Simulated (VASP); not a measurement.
Pb, 1 atom in the cell. The structure is cubic, space group Im-3m (No. 229). The conventional cell has a = 3.919 Å, b = 3.919 Å, c = 3.919 Å, α = 90.00°, β = 90.00°, γ = 90.00°. Pb (site symmetry m-3m) has 14 Pb at 3.39 to 3.92 Å within 4.5 Å.  This cell differs from its parent crystal: volume scaled by 0.97.

```yaml
Program: VASP 6.6.1
Task: single point
Functional: PBEsol
Potentials_or_basis: VASP PAW PBE potentials, release 64 (Pb_d)
Cutoff: 520 eV
k_mesh: 13 × 13 × 13
Occupations: fermi-dirac, width 0.08 eV
Spin: no spin polarisation
Dipole_correction: no
Further_INCAR_settings: ALGO = Normal; EDIFF = 1e-06; NBANDS = 13
```

Potentials or basis: VASP PAW PBE potentials, release 64 (Pb_d).

Launch:

```console
$ cat potpaw_PBE.64/Pb_d/POTCAR > POTCAR
$ mpirun -np 1 vasp_std > vasp.out
```

Hardware: 1 thread of Intel(R) Xeon(R) Platinum 8488C (Sapphire Rapids), on a shared host.

How long does it take, and how much memory?

Wall time 16 s on 1 thread of Intel(R) Xeon(R) Platinum 8488C (Sapphire Rapids) (shared host), peak memory 0.17 GiB. Counts: scf iterations 10, k points 84.
